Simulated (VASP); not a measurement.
Input of a VASP 6.6.1 run:

Contents of INCAR:

```
  PREC = Accurate
  ENCUT = 520
  EDIFF = 1E-6
  ISMEAR = -1
  SIGMA = 0.02
  LREAL = F
  LASPH = T
  NELM = 80
  ALGO = Normal
  ISIF = 2
  LWAVE = F
  LCHARG = F
  NBANDS = 14
```

Contents of KPOINTS:

```
Automatic mesh
0
Gamma
  8 8 8
```

Contents of POSCAR:

```
NaI
1.0
    0.0000000000      3.2146785402      3.2146785402
    3.2146785402      0.0000000000      3.2146785402
    3.2146785402      3.2146785402      0.0000000000
Na I
1 1
Direct
    0.0000000000      0.0000000000      0.0000000000
    0.5000000000      0.5000000000      0.5000000000
```

Potentials or basis: VASP PAW LDA potentials, release 64 (Na_pv, I).

The run is started by

```bash
$ cat potpaw_LDA.64/Na_pv/POTCAR potpaw_LDA.64/I/POTCAR > POTCAR
$ mpirun -np 1 vasp_std > vasp.out
```

Q: Predict the band gap on the k mesh.

A: 3.40 eV.

Q: What does it give for the pressure?

A: -1.3 GPa.

Caveat: spin-orbit coupling is left out, which moves the levels of the heavy elements.
